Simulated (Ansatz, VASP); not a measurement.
## One calculation of InAs, two programs

```xyz
2
Lattice="0.0000 3.0944 3.0944 3.0944 0.0000 3.0944 3.0944 3.0944 0.0000" Properties=species:S:1:pos:R:3 pbc="T T T"
In    0.0000    0.0000    0.0000
As    1.5472    1.5472    1.5472
```

Alike in both runs: task single point; functional PBE; k mesh 8 × 8 × 8; occupations fermi-dirac, width 0.15 eV; no spin polarisation.

```csv
,VASP,Ansatz
version,VASP 6.6.1,Ansatz 0.2.0
potentials or method,"VASP PAW PBE potentials, release 64 (In_d, As), cutoff 500 eV","scalar-relativistic, plane waves, PAW"
valence electrons in the cell,18,28
```

|  | VASP | Ansatz | Ansatz less VASP |
| --- | --- | --- | --- |
| gap on the k mesh at the Fermi level (eV) | none | none | - |
| pressure (GPa) | 0.0 | 0.0 | -0.05 |

A gap of «none» marks a metal or a gap that the smearing closes. The functional is the same, so the differences come from potentials, cutoffs and numerics. VASP's potentials hold 18 valence electrons a cell and Ansatz's 28, so a difference there can come from the potentials and not from the codes.
